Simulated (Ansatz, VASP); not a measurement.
Two plane-wave programs on In

INCAR

```
  PREC = Accurate
  ENCUT = 520
  EDIFF = 1E-6
  ISMEAR = -1
  SIGMA = 0.1
  LREAL = F
  LASPH = T
  NELM = 80
  ALGO = Normal
  ISIF = 2
  LWAVE = F
  LCHARG = T
  GGA = PE
  LELF = T
  LVHAR = T
  NBANDS = 12
```

Contents of KPOINTS:

```
regular mesh
0
Gamma
  13 13 13
```

The input POSCAR:

```
In
1.0
   -1.8825215451      1.8825215451      1.8825215451
    1.8825215451     -1.8825215451      1.8825215451
    1.8825215451      1.8825215451     -1.8825215451
In
1
Direct
    0.0000000000      0.0000000000      0.0000000000
```

Input for Ansatz:

```yaml
crystal:
  lattice:
    - [-1.8825215451, 1.8825215451, 1.8825215451]
    - [1.8825215451, -1.8825215451, 1.8825215451]
    - [1.8825215451, 1.8825215451, -1.8825215451]
  atoms:
    - { symbol: In, position: [0.0, 0.0, 0.0] }
hamiltonian:
  xc: pbe
  pseudopotentials:
    kind: paw
    azcp:
      In: "pseudopotentials/In.paw.azcp"
basis:
  ecutwfc: 420
  fft_grid_basis: typed
kpoints:
  mp_grid: { grid: [13, 13, 13], shift: [0, 0, 0] }
magnetization:
  spin_polarized: false
scf:
  occupations: { method: fermi_dirac, width: 0.1 }
  lower_state_search: "off"
output:
  stress: true
```

Alike in both runs: task single point; functional PBE; k mesh 13 × 13 × 13; occupations fermi-dirac, width 0.1 eV; no spin polarisation.

```csv
,VASP,Ansatz
version,VASP 6.6.1,Ansatz 0.2.0
potentials or method,"VASP PAW PBE potentials, release 64 (In_d), cutoff 520 eV","plane waves (420 eV) with PAW, scalar-relativistic"
valence electrons in the cell,13,13
```

|  | VASP | Ansatz | Ansatz less VASP |
| --- | --- | --- | --- |
| pressure (GPa) | 1.5 | 1.5 | +0.02 |
